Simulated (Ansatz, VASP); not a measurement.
WSe2: VASP beside Ansatz

The input INCAR:

```
  PREC = Accurate
  ENCUT = 520
  EDIFF = 1E-7
  ISMEAR = 0
  SIGMA = 0.05
  LREAL = False
  LASPH = True
  NELM = 80
  ALGO = Normal
  ISIF = 2
  LWAVE = False
  LCHARG = False
  GGA = PS
  IVDW = 12
  NBANDS = 20
```

Contents of KPOINTS:

```
Automatic mesh
0
Gamma
  12 12 2
```

File POSCAR:

```
WSe2
1.0
    3.3179375931      0.0000000000      0.0000000000
   -1.6589687966      3.0458233384      0.0000000000
    0.0000000000      0.0000000000     16.6581424200
W Se
1 2
Direct
    0.0000000000      0.0000000000      0.0000000000
    0.3333333333      0.6666666667      0.0997865200
    0.3333333333      0.6666666667      0.9002134800
```

Input for Ansatz:

```yaml
crystal:
  lattice:
    - [3.3179375931, 0.0, 0.0]
    - [-1.6589687966, 3.0458233384, 0.0]
    - [0.0, 0.0, 16.65814242]
  atoms:
    - { symbol: W, position: [0.0, 0.0, 0.0] }
    - { symbol: Se, position: [0.3333333333, 0.6666666667, 0.09978652] }
    - { symbol: Se, position: [0.3333333333, 0.6666666667, 0.90021348] }
basis:
  ecutwfc: 420
kpoints:
  mp_grid: { grid: [12, 12, 2] }
hamiltonian:
  xc: pbesol
  dispersion: d3bj
scf:
  occupations: { method: gaussian, width: 0.05 }
output:
  forces: true
  stress: true
  eigenvalues: true
```

Change from the starting cell: strain +0.0600 x Voigt [0, 1, 0, 0, 0, 0], atoms carried along.

Alike in both runs: task single point; functional PBEsol; dispersion D3(BJ); k mesh 12 × 12 × 2; occupations gaussian, width 0.05 eV; no spin polarisation.

```csv
,VASP,Ansatz
version,VASP 6.6.1,Ansatz 0.2.0
potentials or method,"VASP PAW PBE potentials, release 64 (W_sv, Se), cutoff 520 eV","scalar-relativistic, plane waves, PAW"
valence electrons in the cell,26,46
```

VASP gave:

```
gap on the k mesh at the Fermi level (eV) : 1.25
least direct gap on the mesh (eV)         : 1.25
rms of the force components (eV/Å)        : 0.347
```

Problem. What did Ansatz give for the same quantities?

Solution. gap on the k mesh at the Fermi level (eV): 1.25; least direct gap on the mesh (eV): 1.25; rms of the force components (eV/Å): 0.367.

VASP's potentials were made for PBE, not for PBEsol. Atom by atom the forces differ by 0.022 eV/Å (rms over components). VASP's potentials hold 26 valence electrons a cell and Ansatz's 46, so a difference there can come from the potentials and not from the codes.

Spin-orbit coupling is off throughout.
